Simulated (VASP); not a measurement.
As: single point with PBEsol

Crystal: As.

```
As
1.0
    -1.58595    1.58595    1.58595
     1.58595   -1.58595    1.58595
     1.58595    1.58595   -1.58595
As
1
Direct
  0.00000 0.00000 0.00000
```

This cell differs from its parent crystal: volume scaled by 0.88.

| Item | Value |
| --- | --- |
| Program | VASP 6.6.1 |
| Task | single point |
| Functional | PBEsol |
| Potentials or basis | VASP PAW PBE potentials, release 64 (As) |
| Cutoff | 520 eV |
| k mesh | 15 × 15 × 15 |
| Occupations | fermi-dirac, width 0.1 eV |
| Spin | no spin polarisation |

The pressure is 16.5 GPa.

Levels at points of the mesh, in eV from the Fermi level:
```
           k point  band 1  band 2  band 3  band 4  band 5  band 6
(0.00, 0.00, 0.00)  -16.77    7.55    7.55    7.55   13.98   13.98
```

Wall time 7.7 s on 1 thread of Intel(R) Xeon(R) Platinum 8259CL CPU @ 2.50GHz (Skylake/Cascade Lake), with other jobs on the host, peak memory 0.13 GiB.

Caveat: the PAW data sets were made with another functional, which shifts forces and pressure a little.
